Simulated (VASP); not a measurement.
# S (Fm-3m) in VASP: single point with PBEsol+D4

Aim: the single point of S with PBEsol+D4.

Program: VASP 6.6.1. These are calculated values, not measurements. Logs are shortened: lines on timing, memory, paths and dates and some standing lists are left out, and cuts for length are marked.

### Step 1. The cell of the first run

It takes space group Fm-3m (No. 225, cubic). The conventional cell has a = 3.989 Å, b = 3.989 Å, c = 3.989 Å, α = 90.00°, β = 90.00°, γ = 90.00°. Within 3.7 Å of S (site symmetry m-3m) lie 12 S at 2.82 Å.

### Step 2. Single point, PBEsol+D4, collinear spin, zero start

Contents of INCAR:

```
PREC = Accurate
ENCUT = 500
EDIFF = 1E-6
ISMEAR = 1
SIGMA = 0.1
LREAL = False
LASPH = True
NELM = 200
ALGO = Normal
ISIF = 2
LWAVE = False
LCHARG = True
ISPIN = 2
MAGMOM = 0
LORBIT = 11
GGA = PS
IVDW = 13
LELF = True
LVHAR = True
NBANDS = 13
GGA_COMPAT = False
```

Contents of KPOINTS:

```
Automatic mesh
0
Gamma
  9 9 9
```

Contents of POSCAR:

```
S
1.0
    0.0000000000      1.9943500000      1.9943500000
    1.9943500000      0.0000000000      1.9943500000
    1.9943500000      1.9943500000      0.0000000000
S
1
Direct
    0.0000000000      0.0000000000      0.0000000000
```

Potentials or basis: VASP PAW PBE potentials, release 64 (S).

On the command line:

```bash
cat potpaw_PBE.64/S/POTCAR > POTCAR
mpirun -np 1 vasp_std > vasp.out
```

OUTCAR:

```text
PREC = Accurate
   ENCUT = 500
   EDIFF = 1E-6
   ISMEAR = 1
   LREAL = False
   LASPH = True
   NELM = 200
   ISIF = 2
   ISPIN = 2
   LORBIT = 11
   GGA = PS
   IVDW = 13

 ion  position               nearest neighbor table
   1  0.000  0.000  0.000-

  LATTYP: Found a face centered cubic cell.
 ALAT       =     3.9887000000

  Lattice vectors:

 A1 = (   0.0000000000,   1.9943500000,   1.9943500000)
 A2 = (   1.9943500000,   0.0000000000,   1.9943500000)
 A3 = (   1.9943500000,   1.9943500000,   0.0000000000)

Analysis of symmetry for initial positions (statically):
=====================================================================
 Subroutine PRICEL returns:
 Original cell was already a primitive cell.

 Routine SETGRP: Setting up the symmetry group for a
 face centered cubic supercell.

 Subroutine GETGRP returns: Found 48 space group operations
[... 9 lines left out ...]

 Routine SETGRP: Setting up the symmetry group for a
 face centered cubic supercell.

 Subroutine GETGRP returns: Found 48 space group operations
 (whereof 48 operations were pure point group operations)
 out of a pool of 48 trial point group operations.

The dynamic configuration has the point symmetry O_h .

Analysis of structural, dynamic, and magnetic symmetry:
=====================================================================
 Subroutine PRICEL returns:
 Original cell was already a primitive cell.

 Routine SETGRP: Setting up the symmetry group for a
 face centered cubic supercell.

 Subroutine GETGRP returns: Found 48 space group operations
 (whereof 48 operations were pure point group operations)
 out of a pool of 48 trial point group operations.

The overall configuration has the point symmetry O_h .

 Subroutine INISYM returns: Found 48 space group operations
[... 5 lines left out ...]
                                     Primitive cell

  volume of cell :      15.8648

  direct lattice vectors                    reciprocal lattice vectors
     0.000000000  1.994350000  1.994350000    -0.250708251  0.250708251  0.250708251
     1.994350000  0.000000000  1.994350000     0.250708251 -0.250708251  0.250708251
     1.994350000  1.994350000  0.000000000     0.250708251  0.250708251 -0.250708251

  length of vectors
     2.820436818  2.820436818  2.820436818     0.434239428  0.434239428  0.434239428

  position of ions in fractional coordinates (direct lattice)
     0.000000000  0.000000000  0.000000000

  ion indices of the primitive-cell ions
   primitive index   ion index
                 1           1

----------------------------------------------------------------------------------------

 KPOINTS: Automatic mesh

Automatic generation of k-mesh.
 Grid dimensions read from file:
 generate k-points for:    9    9    9

 Generating k-lattice:

  Cartesian coordinates                     Fractional coordinates (reciprocal lattice)
    -0.027856472  0.027856472  0.027856472     0.111111111  0.000000000  0.000000000
     0.027856472 -0.027856472  0.027856472     0.000000000  0.111111111  0.000000000
     0.027856472  0.027856472 -0.027856472     0.000000000  0.000000000  0.111111111

  Length of vectors
     0.048248825  0.048248825  0.048248825

  Shift w.r.t. Gamma in fractional coordinates (k-lattice)
     0.000000000  0.000000000  0.000000000

 Subroutine IBZKPT returns following result:
 ===========================================

 Found     35 irreducible k-points:

 Following reciprocal coordinates:
            Coordinates               Weight
  0.000000  0.000000  0.000000      1.000000
  0.111111  0.000000  0.000000      8.000000
  0.222222  0.000000  0.000000      8.000000
  0.333333  0.000000  0.000000      8.000000
  0.444444  0.000000  0.000000      8.000000
  0.111111  0.111111  0.000000      6.000000
[... 16 lines left out ...]
 -0.333333  0.333333  0.000000     12.000000
  0.444444  0.444444  0.000000      6.000000
 [... further k-points ...]
   k-points           NKPTS =     35   k-points in BZ     NKDIM =     35   number of bands    NBANDS=     13
   number of dos      NEDOS =    301   number of ions     NIONS =      1
   total plane-waves  NPLWV =  13824
   dimension x,y,z NGX =    24 NGY =   24 NGZ =   24
   dimension x,y,z NGXF=    48 NGYF=   48 NGZF=   48
   ions per type =               1
   NGX,Y,Z   is equivalent  to a cutoff of  14.15, 14.15, 14.15 a.u.
   NGXF,Y,Z  is equivalent  to a cutoff of  28.29, 28.29, 28.29 a.u.
 SYSTEM =  unknown system
   PREC   = accura    normal or accurate (medium, high low for compatibility)
   ISTART =      0    job   : 0-new  1-cont  2-samecut
   ICHARG =      2    charge: 1-file 2-atom 10-const
   ISPIN  =      2    spin polarized calculation?
   LNONCOLLINEAR =      F non collinear calculations
   LSORBIT =      F    spin-orbit coupling
   LASPH  =      T    aspherical Exc in radial PAW
   ENCUT  =  500.0 eV  36.75 Ry    6.06 a.u.   5.14  5.14  5.14*2*pi/ulx,y,z
   NELM   =    200;   NELMIN=  2; NELMDL= -5     # of ELM steps
   EDIFF  = 0.1E-05   stopping-criterion for ELM
   LREAL  =      F    real-space projection
   EDIFFG = 0.1E-04   stopping-criterion for IOM
   NSW    =      0    number of steps for IOM
   IBRION =     -1    ionic relax: 0-MD 1-quasi-New 2-CG
   NFREE  =      0    steps in history (QN), initial steepest desc. (CG)
   ISIF   =      2    stress and relaxation
   ISYM   =      2    0-nonsym 1-usesym 2-fastsym
   POTIM  = 0.5000    time-step for ionic-motion
   TEBEG  =    0.0;   TEEND  =   0.0 temperature during run
   PSTRESS=    0.0 pullay stress
   NELECT =       6.0000    total number of electrons
   NUPDOWN=      -1.0000    fix difference up-down
   EMIN   =  10.00;   EMAX   =-10.00  energy-range for DOS
   EFERMI =   0.00;   METHOD = LEGACY
   ISMEAR =     1;   SIGMA  =   0.10  broadening in eV -4-tet -1-fermi 0-gaus
   EFERMI_NEDOS =   21; number of points for ismear=-14 and -15
   IALGO  =     38    algorithm
   IMIX   =      4    mixing-type and parameters
     AMIX     =   0.40;   BMIX     =  1.00
     AMIX_MAG =   1.60;   BMIX_MAG =  1.00
  volume/ion in A,a.u.               =      15.86       107.06
  Fermi-wavevector in a.u.,A,eV,Ry     =   1.183897  2.237241 19.070086  1.401612
  Thomas-Fermi vector in A             =   2.320122
   LORBIT       =     11    0 simple, 1 ext, 2 COOP (PROOUT), +10 PAW based schemes
   GGA     = PS    functional components
   LHFCALC =     F    Hartree Fock is set to
   AEXX    =    0.0000 exact exchange contribution
   IVDW    =    13    specifies the selected vdW correction
   LEPSILON=     F    determine dielectric tensor
   LRPA    =     F    only Hartree local field effects (RPA)
 spin polarized calculation
 Methfessel and Paxton  Order N= 1 SIGMA  =   0.10
  energy-cutoff  :      500.00
  volume of cell :       15.86
 maximum number of plane-waves:       419
 NGX is ok and might be reduce to    24
   NGX = 11   NGY = 11   NGZ = 11

 number of electron       5.9999999 magnetization       0.0000040

 number of electron       5.9999999 magnetization      -0.0000029

 Free energy of the ion-electron system (eV)
  ---------------------------------------------------
  ext. energy  EPLUGINS =         0.00000000
  ---------------------------------------------------
  free energy    TOTEN  =        -3.33298560 eV

  energy without entropy =       -3.33284180  energy(sigma->0) =       -3.33293767

 E-fermi :   7.3499     XC(G=0): -11.3024

 val. band max:        7.2649738857   @ k =   0.4444   0.3333   0.1111
 cond. band min:       7.3537494926   @ k =   0.3333   0.2222   0.1111
 fundamental gap:      0.0887756069
 Fermi energy:         7.3499351574

 spin component 1

 k-point     1 :       0.0000    0.0000    0.0000
  band No.  band energies     occupation
      1      -9.3391      1.00000
      2      10.5817      0.00000
      3      10.5817      0.00000
      4      10.5817      0.00000
      5      19.4771      0.00000
      6      19.4771      0.00000
      7      19.4771      0.00000
      8      21.5529      0.00000
      9      24.8665      0.00000
     10      24.8665      0.00000
     11      26.3499      0.00000
     12      32.7752      0.00000
     13      32.7752      0.00000

 k-point     2 :       0.1111    0.0000    0.0000
  band No.  band energies     occupation
      1      -9.0472      1.00000
      2       9.0549     -0.00000
      3      10.3741      0.00000
      4      10.3741      0.00000
      5      18.9084      0.00000
      6      19.9364      0.00000
      7      19.9364      0.00000
      8      22.5265      0.00000
      9      24.0969      0.00000
     10      24.0969      0.00000
     11      28.0864      0.00000
     12      31.2390      0.00000
     13      34.5035      0.00000

 k-point     3 :       0.2222    0.0000    0.0000
  band No.  band energies     occupation
      1      -8.1922      1.00000
      2       5.9284      1.00000
      3       9.9324      0.00000
      4       9.9324      0.00000
      5      17.8917      0.00000
      6      20.2364      0.00000
      7      20.2364      0.00000
      8      23.9540      0.00000
      9      23.9540      0.00000
     10      24.5259      0.00000
     11      28.3172      0.00000
     12      33.6396      0.00000
     13      38.3359      0.00000
[... 305 lines left out ...]
 k-point    23 :      -0.3333    0.3333    0.0000
  band No.  band energies     occupation
      1      -3.9738      1.00000
      2       2.4256      1.00000
      3       2.6612      1.00000
      4       7.8232     -0.00000
      5      14.7285      0.00000
      6      21.2606      0.00000
      7      23.6207      0.00000
      8      23.7285      0.00000
      9      26.3303      0.00000
     10      31.2853      0.00000
     11      37.0019      0.00000
     12      39.3141      0.00000
     13      41.1920      0.00000

 k-point    24 :       0.4444    0.4444    0.0000
  band No.  band energies     occupation
      1      -4.0109      1.00000
      2       1.4661      1.00000
      3       6.6222      1.00000
      4       6.6222      1.00000
      5      12.8373      0.00000
      6      13.3078      0.00000
      7      29.1066      0.00000
      8      29.8896      0.00000
      9      29.8896      0.00000
     10      32.8488      0.00000
     11      35.8482      0.00000
     12      35.8482      0.00000
     13      40.0399      0.00000

 [... further k-points ...]

 spin component 2

 k-point     1 :       0.0000    0.0000    0.0000
  band No.  band energies     occupation
      1      -9.3391      1.00000
      2      10.5817      0.00000
      3      10.5817      0.00000
      4      10.5817      0.00000
      5      19.4771      0.00000
      6      19.4771      0.00000
      7      19.4771      0.00000
      8      21.5528      0.00000
      9      24.8665      0.00000
     10      24.8665      0.00000
     11      26.3499      0.00000
     12      32.7752      0.00000
     13      32.7752      0.00000

 k-point     2 :       0.1111    0.0000    0.0000
  band No.  band energies     occupation
      1      -9.0472      1.00000
      2       9.0549     -0.00000
      3      10.3741      0.00000
      4      10.3741      0.00000
      5      18.9084      0.00000
      6      19.9364      0.00000
      7      19.9364      0.00000
      8      22.5264      0.00000
      9      24.0969      0.00000
     10      24.0969      0.00000
     11      28.0863      0.00000
     12      31.2390      0.00000
     13      34.5035      0.00000

 k-point     3 :       0.2222    0.0000    0.0000
  band No.  band energies     occupation
      1      -8.1922      1.00000
      2       5.9284      1.00000
      3       9.9324      0.00000
      4       9.9324      0.00000
      5      17.8916      0.00000
      6      20.2364      0.00000
      7      20.2364      0.00000
      8      23.9540      0.00000
      9      23.9540      0.00000
     10      24.5259      0.00000
     11      28.3172      0.00000
     12      33.6395      0.00000
     13      38.3359      0.00000
[... 305 lines left out ...]
 k-point    23 :      -0.3333    0.3333    0.0000
  band No.  band energies     occupation
      1      -3.9738      1.00000
      2       2.4256      1.00000
      3       2.6612      1.00000
      4       7.8232     -0.00000
      5      14.7285      0.00000
      6      21.2606      0.00000
      7      23.6207      0.00000
      8      23.7285      0.00000
      9      26.3303      0.00000
     10      31.2853      0.00000
     11      37.0019      0.00000
     12      39.3141      0.00000
     13      41.1920      0.00000

 k-point    24 :       0.4444    0.4444    0.0000
  band No.  band energies     occupation
      1      -4.0109      1.00000
      2       1.4661      1.00000
      3       6.6222      1.00000
      4       6.6222      1.00000
      5      12.8373      0.00000
      6      13.3078      0.00000
      7      29.1066      0.00000
      8      29.8896      0.00000
      9      29.8896      0.00000
     10      32.8488      0.00000
     11      35.8482      0.00000
     12      35.8483      0.00000
     13      40.0399      0.00000

 [... further k-points ...]

------------------------ aborting loop because EDIFF is reached ----------------------------------------

  DFT-D4 for vdW energy calculation

  Edisp (eV):   -0.22958

  FORCE on cell =-STRESS in cart. coord.  units (eV):
  Direction    XX          YY          ZZ          XY          YZ          ZX
  --------------------------------------------------------------------------------------
  -------------------------------------------------------------------------------------
  Total      -0.75001    -0.75001    -0.75001    -0.00000    -0.00000     0.00000
  in kB     -75.74295   -75.74295   -75.74295    -0.00000    -0.00000     0.00000
  external pressure =      -75.74 kB  Pullay stress =        0.00 kB

 VOLUME and BASIS-vectors are now :
 -----------------------------------------------------------------------------
  energy-cutoff  :      500.00
  volume of cell :       15.86
      direct lattice vectors                 reciprocal lattice vectors
     0.000000000  1.994350000  1.994350000    -0.250708251  0.250708251  0.250708251
     1.994350000  0.000000000  1.994350000     0.250708251 -0.250708251  0.250708251
     1.994350000  1.994350000  0.000000000     0.250708251  0.250708251 -0.250708251

 POSITION                                       TOTAL-FORCE (eV/Angst)
 -----------------------------------------------------------------------------------
      0.00000      0.00000      0.00000         0.000000      0.000000      0.000000
 -----------------------------------------------------------------------------------
    total drift:                                0.000000     -0.000000     -0.000000

  FREE ENERGIE OF THE ION-ELECTRON SYSTEM (eV)
  ---------------------------------------------------
  free  energy   TOTEN  =        -3.5625609977 eV

  energy  without entropy=       -3.5624171995  energy(sigma->0) =       -3.56251306

 total charge

# of ion       s       p       d       tot
------------------------------------------
    1        1.434   2.003   0.000   3.437

 magnetization (x)

# of ion       s       p       d       tot
------------------------------------------
    1        0.000   0.000   0.000   0.000
```

It took 12 s on 1 thread of Intel Xeon 8259CL, shared host; peak memory 0.14 GiB.

What came out:

```yaml
Free_energy: -3.5626 eV
Pressure: -7.6 GPa
Band_gap_on_the_k_mesh: zero (filled and empty bands overlap)
Net_moment: 0.00 μB per cell
Valence_electrons_inside_the_program's_atomic_spheres: S 3.44
Dispersion_energy_per_atom: -0.230 eV
```

Caveat: the PAW data sets were made with another functional, which shifts forces and pressure a little; pairwise dispersion overbinds metals, which lowers pressure and volume.
